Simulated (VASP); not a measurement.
A run of VASP 6.6.1 is set up as follows.

The input INCAR:

```
SYSTEM = GaAs
ALGO = Normal
EDIFF = 1E-6
ENCUT = 520
GGA = PE
ISIF = 2
ISMEAR = 0
LASPH = .True.
LCHARG = .False.
LREAL = .False.
LWAVE = .False.
NBANDS = 46
NELM = 60
PREC = Accurate
SIGMA = 0.1
```

KPOINTS

```
k-points
0
Gamma
  2 4 4
  0 0 0
```

File POSCAR:

```
GaAs
1.0
    7.8117732413      0.0000000000      0.0000000000
    0.0000000000      5.2312263989      0.0000000000
    0.0000000000      0.0000000000      3.9621406111
Ga As
4 4
Direct
    0.7500000000      0.0000000000      0.4796572424
    0.0000000000      0.5000000000      0.0000000000
    0.2500000000      0.0000000000      0.5203427576
    0.5000000000      0.5000000000      0.0000000000
    0.7500000000      0.5000000000      0.5856488087
    0.0000000000      0.0000000000      0.0000000000
    0.2500000000      0.5000000000      0.4143511913
    0.5000000000      0.0000000000      0.0000000000
```

Potentials or basis: VASP PAW PBE potentials, release 64 (Ga_d, As).

Command:

```sh
$ cat potpaw_PBE.64/Ga_d/POTCAR potpaw_PBE.64/As/POTCAR > POTCAR
$ mpirun -np 1 vasp_std > vasp.out
```

(1) Estimate the band gap on the k mesh.

(2) What does it give for the pressure?

(3) Estimate the largest force.

Results:

(1) zero (band 36 reaches 5.43 eV, above the bottom of band 37 at 4.68 eV).

(2) 0.2 GPa.

(3) 0.023 eV/Å.

Caveat: the k points lie up to 0.40 Å⁻¹ apart.
